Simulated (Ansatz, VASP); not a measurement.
# Two plane-wave programs on Ir

```
Ir
1.0
     0.00000    1.92209    1.92209
     1.92209    0.00000    1.92209
     1.92209    1.92209    0.00000
Ir
1
Cartesian
  0.0000 0.0000 0.0000
```

Alike in both runs: functional r2SCAN; k mesh 18 × 18 × 18; occupations gaussian, width 0.1 eV; no spin polarisation.

Ansatz relaxed the structure, and its values are those at the end. VASP's run is a single point on that final structure, the one shown.

```csv
,VASP,Ansatz
version,VASP 6.6.1,Ansatz 0.2.0
potentials or method,"VASP PAW PBE potentials, release 64 (Ir_sv_GW), cutoff 620 eV","scalar-relativistic, plane waves, PAW"
valence electrons in the cell,17,17
```

VASP gave:

```
gap on the k mesh at the Fermi level (eV) : none
pressure (GPa)                            : -0.9
```

Q: Which values does Ansatz return?

A: gap on the k mesh at the Fermi level (eV): none; pressure (GPa): 0.0.

VASP's potentials were made for PBE, not for r2SCAN. A gap of «none» marks a metal or a gap that the smearing closes. With one functional, cell and mesh, what is left measures potentials, basis and numerics.

Neither program's run includes spin-orbit coupling.
